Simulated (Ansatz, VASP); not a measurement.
**One calculation of Zn, two programs**

```
Zn
1.0
     0.26407    2.06945    2.06945
     2.06945    0.26407    2.06945
     2.06945    2.06945    0.26407
Zn
1
Direct
  0.00000 0.00000 0.00000
```

Alike in both runs: task single point; functional PBE; k mesh 22 × 22 × 22; occupations gaussian, width 0.15 eV; no spin polarisation.

```csv
,VASP,Ansatz
version,VASP 6.6.1,Ansatz 0.2.0
potentials or method,"VASP PAW PBE potentials, release 64 (Zn), cutoff 520 eV","scalar-relativistic, plane waves, PAW"
valence electrons in the cell,12,12
```

VASP gave:

| Quantity | Value |
| --- | --- |
| gap on the k mesh at the Fermi level (eV) | none |
| pressure (GPa) | 7.1 |
| traceless stress, the component that is largest in VASP (GPa) | -1.39 |

Q: What did Ansatz give for the same quantities?

A: gap on the k mesh at the Fermi level (eV): none; pressure (GPa): 6.9; traceless stress, the component that is largest in VASP (GPa): -1.24.

A gap of «none» marks a metal or a gap that the smearing closes. With one functional, cell and mesh, what is left measures potentials, basis and numerics.
